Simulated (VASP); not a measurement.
Input of a VASP 6.6.1 run:

POSCAR

```
Ag2HgPb4
1.0
    6.4732854811      0.4075460070      0.3469800573
    0.4141004157      5.7489955900      1.0768495358
    0.3447072111      1.0955293207      5.2777898779
Hg Ag Pb
1 2 4
Direct
    1.1049998398      1.0489524489      1.1102618069
    0.8530721228      0.6863081649      0.5539193814
    0.5349735524      1.0078323813      0.2740579685
    0.2142405263      0.3613166403      0.4275278392
    0.2547098268      0.7291641436      0.7627003470
    0.6983859051      0.5414751222      0.1302333484
    0.7324522267      0.1295660988      0.7235883086
```

INCAR.step1

```
SYSTEM = Ag2HgPb4
PREC = Accurate ; ENCUT = 520
ISMEAR = -1 ; SIGMA = 0.1
LREAL = .FALSE. ; LASPH = .TRUE.
NELM = 100 ; NBANDS = 54
GGA = PE ; ALGO = Normal
EDIFF = 1E-4 ; LWAVE = .TRUE.
LCHARG = .FALSE.
```

Contents of INCAR.step2:

```
SYSTEM = Ag2HgPb4
PREC = Accurate ; ENCUT = 520
EDIFF = 1E-6 ; ISMEAR = -1
SIGMA = 0.1 ; LREAL = .FALSE.
LASPH = .TRUE. ; NELM = 100
ALGO = Normal ; ISIF = 2
LWAVE = .FALSE. ; LCHARG = .TRUE.
METAGGA = R2SCAN ; LMIXTAU = .TRUE.
LELF = .TRUE. ; LVHAR = .TRUE.
NBANDS = 54 ; ISTART = 1
```

File KPOINTS:

```
Automatic mesh
0
Gamma
  3 3 3
  0 0.5 0
```

Potentials or basis: VASP PAW PBE potentials, release 64 (Hg, Ag, Pb_d).

Run with:

```console
$ cat potpaw_PBE.64/Hg/POTCAR potpaw_PBE.64/Ag/POTCAR potpaw_PBE.64/Pb_d/POTCAR > POTCAR
$ cp INCAR.step1 INCAR
$ mpirun -np 1 vasp_std > vasp.out
$ cp INCAR.step2 INCAR
$ mpirun -np 1 vasp_std > vasp.out
```

Problem. Predict the band gap on the k mesh.

Solution. Zero (bands 45 and 46 overlap by 1.12 eV).

Problem. What does it give for the pressure?

Solution. 0.0 GPa.

Problem. Estimate the largest force.

Solution. 0.011 eV/Å.

Forces on the atoms (eV/Å):
```
Hg  -0.004  0.005 -0.005
Ag  -0.003 -0.007  0.007
Ag   0.006  0.001 -0.001
Pb   0.005  0.007  0.002
Pb   0.004 -0.008 -0.002
Pb  -0.003  0.001 -0.004
Pb  -0.005  0.001  0.002
```

Caveat: the k points lie up to 0.42 Å⁻¹ apart, too coarse for converged energies and pressures of a metal; the PAW data sets were made with another functional, which shifts forces and pressure a little; spin-orbit coupling is left out, which moves the levels of the heavy elements.
